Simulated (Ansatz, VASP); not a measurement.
Nb: VASP beside Ansatz

```xyz
1
Lattice="-1.6966 1.6966 1.6966 1.6966 -1.6966 1.6966 1.6966 1.6966 -1.6966" Properties=species:S:1:pos:R:3 pbc="T T T"
Nb    0.0000    0.0000    0.0000
```

Change from the starting cell: volume scaled by 1.06.

Alike in both runs: task single point; functional LDA; k mesh 11 × 11 × 11; occupations fermi-dirac, width 0.05 eV; no spin polarisation.

```csv
,VASP,Ansatz
version,VASP 6.6.1,Ansatz 0.2.0
potentials or method,"VASP PAW LDA potentials, release 64 (Nb_sv), cutoff 500 eV","all-electron LAPW, scalar-relativistic"
```

|  | VASP | Ansatz | Ansatz less VASP |
| --- | --- | --- | --- |
| gap on the k mesh at the Fermi level (eV) | none | none | - |
| pressure (GPa) | -19.4 | -19.3 | +0.13 |

LDA's correlation is that of Perdew and Zunger in VASP and of Perdew and Wang (1992) in Ansatz. A gap of «none» marks a metal or a gap that the smearing closes. Ansatz ran all-electron here, and VASP with PAW potentials.
